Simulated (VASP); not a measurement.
The system is MoS2.

```
Mo S
1.0
     3.14799   -1.92978    0.00000
     3.14799    1.92978    0.00000
    -0.00310    0.00000    4.43933
Mo S
1 2
Direct
  0.00000 0.00000 0.00000
  0.68790 0.68790 0.28890
  0.31210 0.31210 0.71110
```

```yaml
Program: VASP 6.6.1
Task: relaxation of cell and atoms
Functional: PBEsol
Potentials_or_basis: VASP PAW PBE potentials, release 64 (Mo_sv, S)
Cutoff: 600 eV
k_mesh: 6 × 6 × 5
Occupations: fermi-dirac, width 0.05 eV
Spin: no spin polarisation
```

At the start: pressure -8.3 GPa; volume 17.98 Å³/atom.

Task: Where does the relaxation end?

Result: Over 40 steps the energy falls by 657.9 meV/atom and the volume is 17.57 Å³/atom (-2.3 %); space group C2/m (No. 12, to 0.1 Å) before, P-3m1 (No. 164, to 0.1 Å).

Step by step:
```
step  energy change (eV)  largest force (eV/Å)  pressure (GPa)  volume (Å³)
   1              0.0000                1.1825           -8.29        53.94
   2             -1.1169                1.2678           11.31        46.53
   3             -1.1172                1.4257           13.20        46.14
   4             -1.6949                0.7425            6.35        47.14
   5             -1.7605                0.8151            3.26        47.47
   6             -1.8858                0.8021           -2.14        48.86
   7             -1.8865                0.7732           -1.85        48.76
   8             -1.9115                0.3020            2.25        48.20
   9             -1.9116                0.3120            2.08        48.23
  10             -1.9299                0.1914            1.44        48.84
  11             -1.9366                0.0589            0.88        49.50
  12             -1.9462                0.2010           -0.82        50.31
  13             -1.9478                0.2871           -1.81        50.81
  14             -1.9544                0.2285           -1.29        50.89
  15             -1.9634                0.1538            0.18        51.09
  16             -1.9638                0.1737            0.62        51.14
  17             -1.9692                0.0485            0.48        51.45
  18             -1.9702                0.0701            0.41        51.69
  19             -1.9702                0.0583            0.41        51.66
  20             -1.9713                0.0608           -0.19        51.92
  21             -1.9714                0.0946           -0.53        52.07
  22             -1.9723                0.0673           -0.29        52.10
  23             -1.9725                0.0644           -0.13        52.12
  24             -1.9728                0.0195            0.20        52.07
  25             -1.9728                0.0153            0.23        52.07
  26             -1.9729                0.0163            0.10        52.15
  27             -1.9730                0.0266            0.01        52.19
  28             -1.9731                0.0299           -0.06        52.25
  29             -1.9732                0.0447           -0.27        52.43
  30             -1.9733                0.0342           -0.20        52.44
  31             -1.9734                0.0156           -0.02        52.46
  32             -1.9733                0.0492            0.34        52.49
  33             -1.9734                0.0174            0.08        52.47
  34             -1.9735                0.0126            0.10        52.49
  35             -1.9736                0.0229            0.14        52.57
  36             -1.9737                0.0118           -0.02        52.65
  37             -1.9738                0.0219           -0.15        52.72
  38             -1.9738                0.0164           -0.10        52.74
  39             -1.9738                0.0169           -0.09        52.75
  40             -1.9738                0.0056            0.06        52.71
```

Final structure:
```yaml
crystal:
  lattice:
    - [2.73006, -1.57594, -0.04160]
    - [2.73006, 1.57594, -0.04160]
    - [0.07819, 0.00000, 6.12483]
  atoms:
    - { symbol: Mo, position: [0.00000, 0.00000, 0.00000] }
    - { symbol: S, position: [0.66749, 0.66749, 0.25734] }
    - { symbol: S, position: [0.33251, 0.33251, 0.74266] }
```

Caveat: a cell axis changed by over 15 % at a fixed basis, so the end point is rough; the PAW data sets were made with another functional, which shifts forces and pressure a little; this functional lacks dispersion, which binds the layers, so the pressure and a relaxed spacing across them are unreliable.
